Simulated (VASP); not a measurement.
The system is PtSe2.

```
CELL_PARAMETERS angstrom
4.74704 0.00000 0.00000
0.00000 4.74704 0.00000
0.00000 0.00000 3.77900
ATOMIC_POSITIONS crystal
Pt 0.50000 0.50000 0.00000
Se 0.00000 0.00000 0.26803
Se 0.00000 0.00000 0.73197
```

* Program: VASP 6.6.1
* Task: relaxation of cell and atoms
* Functional: PBE
* Potentials or basis: VASP PAW PBE potentials, release 64 (Pt, Se)
* Cutoff: 600 eV
* k mesh: 4 × 4 × 4
* Occupations: gaussian, width 0.1 eV
* Spin: no spin polarisation

At the start: pressure 37.7 GPa; volume 28.39 Å³/atom.

Problem. Where does the relaxation end?

Solution. Over 45 steps the energy falls by 3580.3 meV/atom and the volume is 20.77 Å³/atom (-26.8 %); space group P4/mmm (No. 123, to 0.05 Å).

The path:
| step | energy change (eV) | largest force (eV/Å) | pressure (GPa) | volume (Å³) |
| --- | --- | --- | --- | --- |
| 1 | 0.0000 | 16.5221 | 37.71 | 85.16 |
| 3 | 44.9447 | 224.9117 | 153.62 | 96.42 |
| 5 | 39.4258 | 201.2667 | 156.60 | 88.98 |
| 7 | 38.2370 | 193.9559 | 156.21 | 86.12 |
| 9 | 37.9715 | 192.1721 | 155.73 | 85.40 |
| 11 | 37.9066 | 191.7367 | 155.67 | 85.22 |
| 13 | 37.8904 | 191.6290 | 155.67 | 85.17 |
| 15 | 37.8864 | 191.6022 | 155.67 | 85.16 |
| 17 | 37.8854 | 191.5948 | 155.67 | 85.16 |
| 19 | 37.8852 | 191.5935 | 155.67 | 85.16 |
| 21 | -2.4628 | 16.7299 | 20.92 | 92.21 |
| 23 | -5.8270 | 1.0412 | 3.62 | 98.68 |
| 25 | -5.8177 | 7.4848 | 5.79 | 102.41 |
| 27 | -6.1827 | 3.5859 | 3.60 | 101.35 |
| 29 | -7.1340 | 0.8890 | -4.47 | 104.45 |
| 31 | -7.5193 | 0.8929 | -9.27 | 104.67 |
| 33 | -9.9498 | 0.1148 | -10.85 | 77.24 |
| 35 | -10.5899 | 0.0319 | -6.05 | 68.05 |
| 37 | -10.7165 | 0.3089 | 0.42 | 62.90 |
| 39 | -10.7299 | 0.1191 | -1.24 | 63.60 |
| 41 | -10.7385 | 0.0204 | -0.38 | 62.74 |
| 43 | -10.7396 | 0.0371 | 0.15 | 62.27 |
| 45 | -10.7409 | 0.0321 | -0.15 | 62.31 |

Final structure:
```
Pt Se
1.0
     3.31536    0.00000    0.00000
     0.00000    3.31536    0.00000
     0.00000    0.00000    5.66915
Pt Se
1 2
Direct
  0.50000 0.50000 0.00000
  0.00000 0.00000 0.26718
  0.00000 0.00000 0.73282
```

Caveat: the k points lie up to 0.47 Å⁻¹ apart in the final cell; the volume moved by over 15 % at a fixed basis, so the end points are rough.
